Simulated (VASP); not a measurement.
# Hf16N (a cell with a defect) in VASP: a series of runs

The runs below take Hf16N (a cell with a defect) through single point, with PBE.

Program: VASP 6.6.1. These are calculated values, not measurements. Logs are shortened: lines on timing, memory, paths and dates and some standing lists are left out, and cuts for length are marked.

## (1) The cell of the first run

The cell holds a defect, 17 atoms: a = 6.411 Å, b = 6.411 Å, c = 10.122 Å, α = 90.00°, β = 90.00°, γ = 120.00°.

## (2) Single point, PBE

Contents of INCAR:

```
PREC = Accurate
ENCUT = 520
EDIFF = 1E-6
ISMEAR = 1
SIGMA = 0.1
LREAL = Auto
LASPH = T
NELM = 100
ALGO = Normal
ISIF = 2
LWAVE = F
LCHARG = F
GGA = PE
NBANDS = 96
```

Contents of KPOINTS:

```
regular mesh
0
Gamma
  3 3 2
```

Contents of POSCAR:

```
Hf16N
1.0
    6.4112933595      0.0000000000      0.0000000000
   -3.2056466797      5.5523429204      0.0000000000
    0.0000000000      0.0000000000     10.1215442000
Hf N
16 1
Direct
    0.1660890579      0.3327952439      0.1243747881
    0.3338100721      0.1683424453      0.3742807057
    0.1683831052      0.3339277388      0.6264864761
    0.3326500330      0.1659733895      0.8763927007
    0.1660461248      0.8327566396      0.1274836656
    0.3337981080      0.6648501900      0.3742479720
    0.1660371094      0.8327244038      0.6311465940
    0.3327274725      0.6659779854      0.8763475724
    0.6659691498      0.3327818484      0.1244086892
    0.8327075792      0.1660821169      0.3696128388
    0.6648613846      0.3338975762      0.6264837738
    0.8326400796      0.1659591246      0.8732499013
    0.6660489290      0.8327365823      0.1243754764
    0.8303516687      0.6649046721      0.3742349559
    0.6649160462      0.8304772728      0.6264378187
    0.8325614276      0.6659282069      0.8763385239
    0.4993947199      0.4994213779      0.5003409076
```

Potentials or basis: VASP PAW PBE potentials, release 64 (Hf_pv, N).

Launch:

```console
$ cat potpaw_PBE.64/Hf_pv/POTCAR potpaw_PBE.64/N/POTCAR > POTCAR
$ mpirun -np 1 vasp_std > vasp.out
```

OUTCAR:

```text
PREC = Accurate
   ENCUT = 520
   EDIFF = 1E-6
   ISMEAR = 1
   LREAL = Auto
   LASPH = T
   NELM = 100
   ISIF = 2
   GGA = PE

 ion  position               nearest neighbor table
   1  0.166  0.333  0.124-  10 3.10   8 3.12   4 3.12   6 3.13   2 3.13  12 3.14   9 3.20  13 3.21
                             5 3.21   5 3.21  13 3.21   9 3.21
   2  0.334  0.168  0.374-  17 2.24   5 3.12   9 3.13   1 3.13   3 3.15  11 3.15   6 3.18  14 3.18
                             7 3.20  10 3.21  10 3.21  14 3.23   6 3.23
   3  0.168  0.334  0.626-  17 2.24  12 3.12   8 3.13   4 3.13   6 3.15   2 3.15  11 3.18  15 3.18
                            10 3.20   7 3.21   7 3.21  15 3.23  11 3.23
   4  0.333  0.166  0.876-   7 3.10   1 3.12   9 3.12  11 3.13   3 3.13   5 3.14  16 3.21   8 3.21
                            12 3.21  12 3.21   8 3.21  16 3.21
   5  0.166  0.833  0.127-   6 3.12  14 3.12   2 3.12   4 3.14   8 3.14  16 3.14   9 3.21   1 3.21
                            13 3.21  13 3.21   1 3.21   9 3.21
   6  0.334  0.665  0.374-  17 2.24   5 3.12   1 3.13  13 3.13   3 3.15  15 3.15   2 3.18  14 3.18
                             7 3.20  10 3.21  10 3.21  14 3.23   2 3.23
   7  0.166  0.833  0.631-   4 3.10   8 3.10  16 3.10   2 3.20   6 3.20  14 3.20   3 3.21  15 3.21
                            11 3.21  11 3.21  15 3.21   3 3.21
   8  0.333  0.666  0.876-   7 3.10   1 3.12  13 3.12   3 3.13  15 3.13   5 3.14  16 3.20   4 3.21
                            12 3.21   4 3.21  12 3.21  16 3.21
   9  0.666  0.333  0.124-  10 3.10  16 3.12   4 3.12  14 3.13   2 3.13  12 3.15   1 3.20  13 3.21
                             5 3.21   5 3.21  13 3.21   1 3.21
  10  0.833  0.166  0.370-  13 3.10   9 3.10   1 3.10  15 3.20  11 3.20   3 3.20   6 3.21   2 3.21
                            14 3.21  14 3.21   2 3.21   6 3.21
  11  0.665  0.334  0.626-  17 2.24  12 3.12  16 3.13   4 3.13   2 3.15  14 3.15   3 3.18  15 3.18
                            10 3.20   7 3.21   7 3.21  15 3.23   3 3.23
  12  0.833  0.166  0.873-  15 3.12  11 3.12   3 3.12  13 3.14   1 3.14   9 3.15   8 3.21  16 3.21
                             4 3.21   4 3.21  16 3.21   8 3.21
  13  0.666  0.833  0.124-  10 3.10   8 3.12  16 3.12  14 3.13   6 3.13  12 3.14   9 3.21   1 3.21
                             5 3.21   5 3.21   1 3.21   9 3.21
  14  0.830  0.665  0.374-  17 2.24   5 3.12   9 3.13  13 3.13  15 3.15  11 3.15   6 3.18   2 3.18
                             7 3.20  10 3.21  10 3.21   2 3.23   6 3.23
  15  0.665  0.830  0.626-  17 2.24  12 3.12  16 3.13   8 3.13  14 3.15   6 3.15   3 3.18  11 3.18
                            10 3.20   7 3.21   7 3.21  11 3.23   3 3.23
  16  0.833  0.666  0.876-   7 3.10   9 3.12  13 3.12  11 3.13  15 3.13   5 3.14   8 3.20   4 3.21
                            12 3.21  12 3.21   4 3.21   8 3.21
  17  0.499  0.499  0.500-  14 2.24   6 2.24   2 2.24  11 2.24  15 2.24   3 2.24

  LATTYP: Found a hexagonal cell.
 ALAT       =     6.4112933595
 C/A-ratio  =     1.5787055174

  Lattice vectors:
[... 158 lines left out ...]
   NUPDOWN=      -1.0000    fix difference up-down
   EMIN   =  10.00;   EMAX   =-10.00  energy-range for DOS
   EFERMI =   0.00;   METHOD = LEGACY
   ISMEAR =     1;   SIGMA  =   0.10  broadening in eV -4-tet -1-fermi 0-gaus
   EFERMI_NEDOS =   21; number of points for ismear=-14 and -15
   IALGO  =     38    algorithm
   IMIX   =      4    mixing-type and parameters
     AMIX     =   0.40;   BMIX     =  1.00
     AMIX_MAG =   1.60;   BMIX_MAG =  1.00
  volume/ion in A,a.u.               =      21.19       143.03
  Fermi-wavevector in a.u.,A,eV,Ry     =   1.261866  2.384581 21.664636  1.592306
  Thomas-Fermi vector in A             =   2.395303
   LORBIT       =      0    0 simple, 1 ext, 2 COOP (PROOUT), +10 PAW based schemes
   GGA     = PE    functional components
   LHFCALC =     F    Hartree Fock is set to
   AEXX    =    0.0000 exact exchange contribution
   IVDW    =     0    specifies the selected vdW correction
   LEPSILON=     F    determine dielectric tensor
   LRPA    =     F    only Hartree local field effects (RPA)
 non-spin polarized calculation
 Methfessel and Paxton  Order N= 1 SIGMA  =   0.10
  energy-cutoff  :      520.00
  volume of cell :      360.30
 maximum number of plane-waves:      9744
   NGX = 23   NGY = 23   NGZ = 37

 number of electron     165.0000031 magnetization

 Free energy of the ion-electron system (eV)
  ---------------------------------------------------
  ext. energy  EPLUGINS =         0.00000000
  ---------------------------------------------------
  free energy    TOTEN  =      -170.99978646 eV

  energy without entropy =     -170.99385278  energy(sigma->0) =     -170.99780856

 E-fermi :   5.0520     XC(G=0): -11.3557

 val. band max:        4.9155010648   @ k =   0.3333  -0.0000   0.0000
 cond. band min:       5.0740769713   @ k =   0.0000   0.3333   0.0000
 fundamental gap:      0.1585759064
 Fermi energy:         5.0520027668

 k-point     1 :       0.0000    0.0000    0.0000
  band No.  band energies     occupation
      1     -26.0662      2.00000
      2     -25.9783      2.00000
      3     -25.9524      2.00000
      4     -25.9522      2.00000
      5     -25.9354      2.00000
      6     -25.9354      2.00000
[... 959 lines left out ...]
     93       5.8396     -0.00000
     94       6.0206     -0.00000
 [bands above 94 left out]

------------------------ aborting loop because EDIFF is reached ----------------------------------------

  FORCE on cell =-STRESS in cart. coord.  units (eV):
  Direction    XX          YY          ZZ          XY          YZ          ZX
  --------------------------------------------------------------------------------------
  -------------------------------------------------------------------------------------
  Total        0.3258593      0.3566451      4.4459820     -0.0014583      0.0003653     -0.0006489
  in kB        1.4490119      1.5859087     19.7701322     -0.0064845      0.0016245     -0.0028853
  external PRESSURE =       7.6016843 kB  Pullay stress =       0.0000000 kB

 VOLUME and BASIS-vectors are now :
 -----------------------------------------------------------------------------
  energy-cutoff  :      520.00
  volume of cell :      360.30
      direct lattice vectors                 reciprocal lattice vectors
     6.411293360  0.000000000  0.000000000     0.155974769  0.090052075  0.000000000
    -3.205646680  5.552342920  0.000000000     0.000000000  0.180104150  0.000000000
     0.000000000  0.000000000 10.121544200     0.000000000  0.000000000  0.098799154

 POSITION                                       TOTAL-FORCE (eV/Angst)
 -----------------------------------------------------------------------------------
     -0.00198      1.84779      1.25886        -0.001465     -0.001692      0.003365
      1.60051      0.93469      3.78830         0.000589      0.051363      0.027235
      0.00910      1.85408      6.34101         0.044604      0.025093     -0.028057
      1.60066      0.92154      8.87045        -0.000441      0.000134     -0.004255
     -1.60495      4.62375      1.29033        -0.000501     -0.000956      0.000556
      0.00880      3.69148      3.78797         0.044963     -0.023584      0.027496
[... 9 lines left out ...]
      3.20307      3.69746      8.86990         0.001768      0.001222     -0.001316
      1.60080      2.77296      5.06422        -0.001931     -0.002036      0.002212
 -----------------------------------------------------------------------------------
    total drift:                                0.002540      0.003392      0.001062

  FREE ENERGIE OF THE ION-ELECTRON SYSTEM (eV)
  ---------------------------------------------------
  free  energy   TOTEN  =      -170.9997864575 eV

  energy  without entropy=     -170.9938527754  energy(sigma->0) =     -170.99780856
```

OSZICAR:

```text
N       E                     dE             d eps       ncg     rms          rms(c)
DAV:   1     0.850558481052E+03    0.85056E+03   -0.91351E+04  1928   0.165E+03
DAV:   2    -0.103879306881E+03   -0.95444E+03   -0.92730E+03  2144   0.431E+02
DAV:   3    -0.176051455861E+03   -0.72172E+02   -0.68789E+02  2520   0.671E+01
DAV:   4    -0.179993102291E+03   -0.39416E+01   -0.38051E+01  2416   0.130E+01
DAV:   5    -0.180157234382E+03   -0.16413E+00   -0.16093E+00  2440   0.215E+00    0.188E+02
DAV:   6    -0.172552978790E+03    0.76043E+01   -0.36820E+01  2360   0.126E+01    0.112E+02
DAV:   7    -0.171487222151E+03    0.10658E+01   -0.13072E+01  2480   0.120E+01    0.113E+01
DAV:   8    -0.171175994520E+03    0.31123E+00   -0.49355E+00  2584   0.696E+00    0.837E+00
DAV:   9    -0.171017574988E+03    0.15842E+00   -0.13859E+00  2456   0.363E+00    0.575E+00
DAV:  10    -0.171006635388E+03    0.10940E-01   -0.15697E-01  2272   0.135E+00    0.216E+00
DAV:  11    -0.171000420389E+03    0.62150E-02   -0.44677E-02  2272   0.704E-01    0.872E-01
DAV:  12    -0.170999783589E+03    0.63680E-03   -0.58100E-03  2392   0.297E-01    0.266E-01
DAV:  13    -0.170999799803E+03   -0.16214E-04   -0.10153E-03  2464   0.995E-02    0.168E-01
DAV:  14    -0.170999798599E+03    0.12039E-05   -0.16341E-04  2520   0.318E-02    0.940E-02
DAV:  15    -0.170999790652E+03    0.79472E-05   -0.42871E-05  2312   0.259E-02    0.568E-02
DAV:  16    -0.170999786633E+03    0.40193E-05   -0.26192E-05  2472   0.163E-02    0.181E-02
DAV:  17    -0.170999786458E+03    0.17507E-06   -0.31729E-06  1520   0.638E-03
   1 F= -.17099979E+03 E0= -.17099781E+03  d E =-.593368E-02
```

Wall time 24 min (1 thread of Intel Xeon 8259CL, shared host); peak memory 0.56 GiB.

What came out:

| Item | Value |
| --- | --- |
| Free energy | -170.9998 eV |
| Pressure | 0.8 GPa |
| Largest force | 0.059 eV/Å |
| Band gap on the k mesh | zero (an odd number of electrons rules out a gap without spin polarisation) |

Forces on the atoms (eV/Å):
```
Hf  -0.001 -0.002  0.003
Hf   0.001  0.051  0.027
Hf   0.045  0.025 -0.028
Hf   0.000  0.000 -0.004
Hf  -0.001 -0.001  0.001
Hf   0.045 -0.024  0.027
Hf   0.000  0.001  0.001
Hf  -0.002  0.000 -0.002
Hf   0.003 -0.001  0.001
Hf   0.000  0.000 -0.003
Hf  -0.044  0.026 -0.028
Hf   0.000  0.002 -0.001
Hf  -0.001  0.001  0.002
Hf  -0.043 -0.025  0.028
Hf   0.000 -0.053 -0.027
Hf   0.002  0.001 -0.001
N   -0.002 -0.002  0.002
```

Caveat: the k points lie up to 0.38 Å⁻¹ apart, too coarse for converged energies and pressures of a metal; spin-orbit coupling is left out, which moves the levels of the heavy elements.

## (3) Single point, PBE

INCAR, as its differences from that of step 2:

```diff
@@ -7,3 +7,3 @@
 LASPH = T
-NELM = 100
+NELM = 80
 ALGO = Normal
```

KPOINTS is that of step 2.

Contents of POSCAR:

```
Hf16N
1.0
    6.4112933600      0.0000000000      0.0000000000
   -3.2056466800      5.5523429200      0.0000000000
    0.0000000000      0.0000000000     10.1215442000
Hf N
16 1
Direct
    0.1686475178      0.3342326316      0.1239773559
    0.3342148007      0.1686527484      0.3762698787
    0.1663678906      0.3331035409      0.6260876013
    0.3330514765      0.1663723248      0.8741633486
    0.1664642467      0.8331361052      0.1194424794
    0.3342161616      0.6653447493      0.3762794357
    0.1664652998      0.8331449047      0.6229227553
    0.3330667857      0.6664807019      0.8741719744
    0.6653589600      0.3342427660      0.1239669604
    0.8331170996      0.1664656358      0.3808012393
    0.6664942112      0.3330773261      0.6260828059
    0.8330899567      0.1664424703      0.8773065278
    0.6653581573      0.8309276704      0.1239803539
    0.8309368719      0.6653613850      0.3762707643
    0.6665239499      0.8332489651      0.6260806558
    0.8331674355      0.6664687144      0.8741618155
    0.4997898779      0.4998096215      0.2501151579
```

Potentials or basis: VASP PAW PBE potentials, release 64 (Hf_pv, N).

Launch:

```console
$ cat potpaw_PBE.64/Hf_pv/POTCAR potpaw_PBE.64/N/POTCAR > POTCAR
$ mpirun -np 1 vasp_std > vasp.out
```

Wall time 24 min (1 thread of Intel Xeon 8259CL, shared host); peak memory 0.56 GiB.

Results (log left out):

```yaml
Free_energy: -170.9995 eV
Pressure: 0.7 GPa
Largest_force: 0.076 eV/Å
Band_gap_on_the_k_mesh: zero (an odd number of electrons rules out a gap without spin polarisation)
```

Forces in eV/Å, atoms in the order of the input:
```
Hf   0.058  0.033  0.034
Hf   0.000  0.067 -0.035
Hf   0.005  0.002  0.000
Hf   0.001  0.005  0.000
Hf   0.000  0.000 -0.008
Hf   0.058 -0.033 -0.035
Hf  -0.001 -0.001  0.012
Hf   0.005 -0.002  0.000
Hf  -0.058  0.033  0.034
Hf   0.001  0.000  0.008
Hf  -0.005  0.003  0.000
Hf   0.000  0.000 -0.009
Hf   0.000 -0.065  0.033
Hf  -0.059 -0.034 -0.035
Hf   0.000 -0.007  0.000
Hf  -0.004 -0.001  0.000
N    0.000 -0.001  0.001
```

Stress tensor (GPa, compression positive):
```
0.14 0.00 0.00
0.00 0.14 0.00
0.00 0.00 1.97
```

Levels at points of the mesh, in eV from the Fermi level:
```
           k point  band 80  band 81  band 82  band 83  band 84  band 85
(0.00, 0.00, 0.00)    -0.15     0.23     0.37     0.74     0.79     0.79
(0.00, 0.00, 0.50)    -0.31     0.14     0.64     0.92     0.92     0.94
```

Caveat: the k points lie up to 0.38 Å⁻¹ apart, too coarse for converged energies and pressures of a metal; spin-orbit coupling is left out, which moves the levels of the heavy elements.

The gap in the log of VASP goes by the Fermi energy; the results here count the filled bands.